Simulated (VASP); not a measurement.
Set up this calculation in VASP 6.6.1, as the native input.

```
Task                   : relaxation of cell and atoms
Functional             : PBE
Potentials or basis    : VASP PAW PBE potentials, release 64 (W_sv, C)
Cutoff                 : 600 eV
k mesh                 : 7 × 7 × 5
Occupations            : gaussian, width 0.2 eV
Spin                   : no spin polarisation
Dipole correction      : no
Further INCAR settings : ALGO = Normal; EDIFF = 1e-07; IBRION = 2; EDIFFG = -0.08; NSW = 36; ISIF = 3
```

The structure of WC lies in POSCAR:

```
WC
1.0
    2.9140588300      0.0000000000      0.0000000000
    0.0000000000      2.9140588300      0.0000000000
    0.0000000000      0.0000000000      4.3217634600
W C
1 1
Direct
    0.5000000000      0.5000000000      0.5000000000
    0.0000000000      0.0000000000      0.0000000000
```

The cell was built from a structure type or drawn by symmetry, and may not be a known phase.

The input as run:

INCAR

```
SYSTEM = WC
  PREC = Accurate
  ENCUT = 600
  EDIFF = 1E-7
  ISMEAR = 0
  SIGMA = 0.2
  LREAL = .False.
  LASPH = .True.
  NELM = 120
  ALGO = Normal
  ISIF = 3
  LWAVE = .False.
  LCHARG = .False.
  GGA = PE
  IBRION = 2
  NSW = 36
  EDIFFG = -0.08
  GGA_COMPAT = .False.
  NELMIN = 4
```

KPOINTS

```
regular mesh
0
Gamma
  7 7 5
  0 0 0
```

Potentials or basis: VASP PAW PBE potentials, release 64 (W_sv, C).

Launch:

```bash
$ cat potpaw_PBE.64/W_sv/POTCAR potpaw_PBE.64/C/POTCAR > POTCAR
$ mpirun -np 1 vasp_std > vasp.out
```

Results of the run:

| Item | Value |
| --- | --- |
| Relaxed volume | 10.16 Å³/atom |
| Relaxed cell | a = 2.732 Å, b = 2.732 Å, c = 2.723 Å, α = 90.00°, β = 90.00°, γ = 90.00° |
| Space group after relaxing (to 0.1 Å) | Pm-3m (No. 221) |
| Energy gained by relaxing | 2904.0 meV/atom |
| Ionic steps | 13 |
| Pressure after relaxing | 0.1 GPa |
| Band gap on the k mesh | zero (bands 9 and 10 overlap by 3.73 eV) |

Caveat: the volume moved by over 15 % at a fixed basis, so the end points are rough; spin-orbit coupling is left out, which moves the levels of the heavy elements.

It took 2.2 min on 1 thread of Intel(R) Xeon(R) Platinum 8488C (Sapphire Rapids), on a shared host, peak memory 0.18 GiB.
